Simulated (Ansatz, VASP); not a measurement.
# BaTe: VASP beside Ansatz

The input INCAR:

```
  ALGO = Normal
  EDIFF = 1E-7
  ENCUT = 520
  GGA = CA
  ISIF = 2
  ISMEAR = 0
  LASPH = T
  LCHARG = F
  LREAL = F
  LWAVE = F
  NBANDS = 15
  NELM = 60
  PREC = Accurate
  SIGMA = 0.05
```

Contents of KPOINTS:

```
k-points
0
Gamma
  8 8 8
```

Contents of POSCAR:

```
BaTe
1.0
    4.1166807260      0.0000000000      0.0000000000
    0.0000000000      4.1166807260      0.0000000000
    0.0000000000      0.0000000000      4.1166807260
Ba Te
1 1
Direct
    0.0000000000     -0.0728742450     -0.0728742450
    0.5000000000      0.5000000000      0.5000000000
```

Input for Ansatz:

```yaml
crystal:
  lattice:
    - [4.116680726, 0.0, 0.0]
    - [0.0, 4.116680726, 0.0]
    - [0.0, 0.0, 4.116680726]
  atoms:
    - { symbol: Ba, position: [0.0, -0.072874245, -0.072874245] }
    - { symbol: Te, position: [0.5, 0.5, 0.5] }
basis:
  ecutwfc: 420
kpoints:
  mp_grid: { grid: [8, 8, 8] }
hamiltonian:
  xc: lda
scf:
  occupations: { method: gaussian, width: 0.05 }
output:
  forces: true
  stress: true
  eigenvalues: true
```

Alike in both runs: task single point; functional LDA; k mesh 8 × 8 × 8; occupations gaussian, width 0.05 eV; no spin polarisation.

|  | VASP | Ansatz |
| --- | --- | --- |
| version | VASP 6.6.1 | Ansatz 0.2.0 |
| potentials or method | VASP PAW LDA potentials, release 64 (Ba_sv, Te), cutoff 520 eV | scalar-relativistic, plane waves, PAW |
| valence electrons in the cell | 16 | 26 |

|  | VASP | Ansatz | Ansatz less VASP |
| --- | --- | --- | --- |
| gap on the k mesh at the Fermi level (eV) | 1.07 | 1.15 | +0.072 |
| least direct gap on the mesh (eV) | 1.13 | 1.23 | +0.095 |
| pressure (GPa) | 2.6 | 1.8 | -0.79 |
| traceless stress, the component that is largest in VASP (GPa) | 2.03 | 1.90 | -0.130 |
| rms of the force components (eV/Å) | 0.558 | 0.518 | -0.0399 |

LDA's correlation is that of Perdew and Zunger in VASP and of Perdew and Wang (1992) in Ansatz. Atom by atom the forces differ by 0.040 eV/Å (rms over components). VASP's potentials hold 16 valence electrons a cell and Ansatz's 26, so a difference there can come from the potentials and not from the codes.

Spin-orbit coupling is off throughout.
